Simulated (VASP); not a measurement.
# WC (Cmmm) in VASP: single point with HSE06

Aim: the single point of WC with HSE06.

All numbers are computed with VASP 6.6.1; they aren't measurements. Logs are shortened: lines on timing, memory, paths and dates and some standing lists are left out, and cuts for length are marked.

## 1. The cell of the first run

It takes space group Cmmm (No. 65, orthorhombic). Conventional cell: a = 3.281 Å, b = 4.236 Å, c = 4.309 Å, α = 90.00°, β = 90.00°, γ = 90.00°. W (site symmetry mmm) has 6 W at 2.68 to 3.28 Å and 8 C at 2.71 to 3.02 Å within 3.5 Å. C (site symmetry mmm) has 6 C at 2.68 to 3.28 Å and 8 W at 2.71 to 3.02 Å within 3.5 Å.

## 2. Single point, HSE06, non-collinear spin, zero start, spin-orbit coupling

The input, POSCAR:

```
WC
1.0
    1.6403461100     -2.1180379000      0.0000000000
    1.6403461100      2.1180379000      0.0000000000
    0.0000000000      0.0000000000      4.3094211000
W C
1 1
Direct
    0.5000000000      0.5000000000      0.5000000000
    0.0000000000      0.0000000000      0.0000000000
```

The input, INCAR.step1:

```
SYSTEM = WC
PREC = Accurate
ENCUT = 520
EDIFF = 1E-5
ISMEAR = -1
SIGMA = 0.05
LREAL = .False.
LASPH = .True.
NELM = 150
ALGO = Normal
ISIF = 2
LWAVE = .True.
LCHARG = .False.
LNONCOLLINEAR = .True.
MAGMOM = 0 0 0 0 0 0
LORBIT = 11
LSORBIT = .True.
GGA_COMPAT = .False.
LORBMOM = .True.
LMAXMIX = 4
GGA = PE
NBANDS = 30
```

The input, INCAR.step2:

```
SYSTEM = WC
PREC = Accurate
ENCUT = 520
EDIFF = 1E-6
ISMEAR = -1
SIGMA = 0.05
LREAL = .False.
LASPH = .True.
NELM = 150
ALGO = Normal
ISIF = 2
LWAVE = .False.
LCHARG = .False.
LNONCOLLINEAR = .True.
MAGMOM = 0 0 0 0 0 0
LORBIT = 11
LSORBIT = .True.
GGA_COMPAT = .False.
LORBMOM = .True.
LMAXMIX = 4
GGA = PE
LHFCALC = .True.
HFSCREEN = 0.2079
PRECFOCK = Normal
ISTART = 1
NBANDS = 30
```

The input, KPOINTS:

```
regular mesh
0
Gamma
  4 4 3
  0 0 0
```

Potentials or basis: VASP PAW PBE potentials, release 64 (W_sv, C).

The run is started by

```bash
cat potpaw_PBE.64/W_sv/POTCAR potpaw_PBE.64/C/POTCAR > POTCAR
cp INCAR.step1 INCAR
mpirun -np 1 vasp_ncl > vasp.out
cp INCAR.step2 INCAR
mpirun -np 1 vasp_ncl > vasp.out
```

OUTCAR:

```text
SYSTEM = WC
   PREC = Accurate
   ENCUT = 520
   EDIFF = 1E-6
   ISMEAR = -1
   LREAL = .False.
   LASPH = .True.
   NELM = 150
   ISIF = 2
   LNONCOLLINEAR = .True.
   LORBIT = 11
   LSORBIT = .True.
   GGA = PE
   LHFCALC = .True.
   HFSCREEN = 0.2079
   PRECFOCK = Normal
   ISTART = 1

 ion  position               nearest neighbor table
   1  0.500  0.500  0.500-   2 2.71   2 2.71   2 2.71   2 2.71
   2  0.000  0.000  0.000-   1 2.71   1 2.71   1 2.71   1 2.71

  LATTYP: Found a base centered orthorhombic cell.
 ALAT       =     3.2806922200
 B/A-ratio  =     1.2912140231
 C/A-ratio  =     1.3135706769

  Lattice vectors:

 A1 = (   1.6403461100,  -2.1180379000,   0.0000000000)
 A2 = (   1.6403461100,   2.1180379000,   0.0000000000)
 A3 = (   0.0000000000,   0.0000000000,   4.3094211000)

Analysis of symmetry for initial positions (statically):
=====================================================================
 Subroutine PRICEL returns:
 Original cell was already a primitive cell.

 Routine SETGRP: Setting up the symmetry group for a
 base centered orthorhombic supercell.

 Subroutine GETGRP returns: Found  8 space group operations
 (whereof  8 operations were pure point group operations)
 out of a pool of  8 trial point group operations.

The static configuration has the point symmetry D_2h.

Analysis of symmetry for dynamics (positions and initial velocities):
=====================================================================
 Subroutine PRICEL returns:
 Original cell was already a primitive cell.

 Routine SETGRP: Setting up the symmetry group for a
 base centered orthorhombic supercell.

 Subroutine GETGRP returns: Found  8 space group operations
 (whereof  8 operations were pure point group operations)
 out of a pool of  8 trial point group operations.

The dynamic configuration has the point symmetry D_2h.

Analysis of structural, dynamic, and magnetic symmetry:
=====================================================================
 Subroutine PRICEL returns:
 Original cell was already a primitive cell.

 Routine SETGRP: Setting up the symmetry group for a
 base centered orthorhombic supercell.

 Subroutine GETGRP returns: Found  8 space group operations
 (whereof  8 operations were pure point group operations)
 out of a pool of  8 trial point group operations.

The overall configuration has the point symmetry D_2h.
[... 634 lines left out ...]
      1.64035      0.00000      2.15471         0.000000      0.000000      0.000000
      0.00000      0.00000      0.00000         0.000000      0.000000      0.000000
 -----------------------------------------------------------------------------------
    total drift:                                0.000001     -0.000004      0.000003

  FREE ENERGIE OF THE ION-ELECTRON SYSTEM (eV)
  ---------------------------------------------------
  free  energy   TOTEN  =       -20.1053526425 eV

  energy  without entropy=      -20.0945808917  energy(sigma->0) =      -20.09996677

 orbital moment (x)

 # of ion     p       d       tot
 ----------------------------------------
  1         0.000   0.000   0.000
  2        -0.000   0.000  -0.000
 ----------------------------------------
            0.000   0.000   0.000

 orbital moment (y)

 # of ion     p       d       tot
 ----------------------------------------
  1        -0.000   0.000  -0.000
  2         0.000   0.000   0.000
 ----------------------------------------
           -0.000   0.000  -0.000

 orbital moment (z)

 # of ion     p       d       tot
 ----------------------------------------
  1         0.000   0.000   0.000
  2        -0.000   0.000  -0.000
 ----------------------------------------
           -0.000   0.000   0.000

 Spin-Orbit-Coupling matrix elements

 Ion:    1  E_soc:     -1.7105341
 l=   1
     0.0000000    -0.2208195    -0.2287257
    -0.2208195     0.0000000    -0.2202871
    -0.2287257    -0.2202871     0.0000000
 l=   2
     0.0000000    -0.0144835     0.0000000    -0.0152305    -0.0673045
    -0.0144835     0.0000000    -0.0370321    -0.0085390    -0.0088400
     0.0000000    -0.0370321     0.0000000    -0.0292211     0.0000000
    -0.0152305    -0.0085390    -0.0292211     0.0000000    -0.0047841
    -0.0673045    -0.0088400     0.0000000    -0.0047841     0.0000000
 l=   3
     0.0000000     0.0000000     0.0000000     0.0000000     0.0000000     0.0000000     0.0000000
     0.0000000     0.0000000     0.0000000     0.0000000     0.0000000     0.0000000     0.0000000
     0.0000000     0.0000000     0.0000000     0.0000000     0.0000000     0.0000000     0.0000000
     0.0000000     0.0000000     0.0000000     0.0000000     0.0000000     0.0000000     0.0000000
     0.0000000     0.0000000     0.0000000     0.0000000     0.0000000     0.0000000     0.0000000
     0.0000000     0.0000000     0.0000000     0.0000000     0.0000000     0.0000000     0.0000000
     0.0000000     0.0000000     0.0000000     0.0000000     0.0000000     0.0000000     0.0000000

 Ion:    2  E_soc:     -0.0003476
 l=   1
     0.0000000    -0.0000402    -0.0000758
    -0.0000402     0.0000000    -0.0000578
    -0.0000758    -0.0000578     0.0000000
 l=   2
     0.0000000     0.0000000     0.0000000     0.0000000     0.0000000
     0.0000000     0.0000000     0.0000000     0.0000000     0.0000000
     0.0000000     0.0000000     0.0000000     0.0000000     0.0000000
     0.0000000     0.0000000     0.0000000     0.0000000     0.0000000
     0.0000000     0.0000000     0.0000000     0.0000000     0.0000000
 l=   3
     0.0000000     0.0000000     0.0000000     0.0000000     0.0000000     0.0000000     0.0000000
     0.0000000     0.0000000     0.0000000     0.0000000     0.0000000     0.0000000     0.0000000
     0.0000000     0.0000000     0.0000000     0.0000000     0.0000000     0.0000000     0.0000000
     0.0000000     0.0000000     0.0000000     0.0000000     0.0000000     0.0000000     0.0000000
     0.0000000     0.0000000     0.0000000     0.0000000     0.0000000     0.0000000     0.0000000
     0.0000000     0.0000000     0.0000000     0.0000000     0.0000000     0.0000000     0.0000000
     0.0000000     0.0000000     0.0000000     0.0000000     0.0000000     0.0000000     0.0000000

 total charge

# of ion       s       p       d       tot
------------------------------------------
    1        2.344   6.231   3.203  11.778
    2        0.995   1.016   0.000   2.010
--------------------------------------------------
tot          3.339   7.247   3.203  13.789

 magnetization (x)

# of ion       s       p       d       tot
------------------------------------------
    1        0.000   0.000   0.000   0.000
    2        0.000   0.000   0.000   0.000
--------------------------------------------------
tot          0.000   0.000   0.000   0.000

 magnetization (y)

# of ion       s       p       d       tot
------------------------------------------
    1        0.000   0.000   0.000   0.000
    2        0.000   0.000   0.000   0.000
--------------------------------------------------
tot          0.000   0.000   0.000   0.000

 magnetization (z)

# of ion       s       p       d       tot
------------------------------------------
    1        0.000   0.000   0.000   0.000
    2        0.000  -0.000   0.000  -0.000
--------------------------------------------------
tot          0.000  -0.000   0.000   0.000
```

OSZICAR.step1:

```text
N       E                     dE             d eps       ncg     rms          rms(c)
DAV:   1     0.183023749257E+03    0.18302E+03   -0.10123E+04   840   0.128E+03
DAV:   2    -0.100459373206E+02   -0.19307E+03   -0.18627E+03   980   0.395E+02
DAV:   3    -0.187525096924E+02   -0.87066E+01   -0.84311E+01   998   0.827E+01
DAV:   4    -0.188884282617E+02   -0.13592E+00   -0.13531E+00   924   0.106E+01
DAV:   5    -0.188898803801E+02   -0.14521E-02   -0.14521E-02   924   0.121E+00    0.151E+01
DAV:   6    -0.187149656057E+02    0.17491E+00   -0.96742E+00   978   0.217E+01    0.728E+00
DAV:   7    -0.174245435380E+02    0.12904E+01   -0.46901E+00   926   0.103E+01    0.401E+00
DAV:   8    -0.173388595829E+02    0.85684E-01   -0.34206E-01   900   0.514E+00    0.555E-01
DAV:   9    -0.173381597735E+02    0.69981E-03   -0.78137E-03   916   0.791E-01    0.364E-01
DAV:  10    -0.173379620381E+02    0.19774E-03   -0.30629E-04   894   0.203E-01    0.162E-01
DAV:  11    -0.173379644157E+02   -0.23776E-05   -0.20004E-04   870   0.167E-01    0.209E-02
DAV:  12    -0.173379598652E+02    0.45505E-05   -0.59011E-05   894   0.781E-02
   1 F= -.17337960E+02 E0= -.17327258E+02  d E =-.214040E-01  mag=    -0.0000    -0.0000     0.0000
```

Wall time 29 min (1 thread of Intel Xeon Platinum 8259CL at 2.50GHz (Skylake/Cascade Lake), shared host); peak memory 0.33 GiB.

What came out:

```
Free energy                                           : -20.1054 eV
Pressure                                              : -34.6 GPa
Net moment                                            : 0.00 μB per cell
Valence electrons inside the program's atomic spheres : W 11.78; C 2.01
```

Moments on the atoms (μB; x, y, z):
```
W   0.00 0.00 0.00
C   0.00 0.00 0.00
```

Caveat: the k points lie up to 0.61 Å⁻¹ apart; the PAW data sets were made with another functional, which shifts forces and pressure a little.
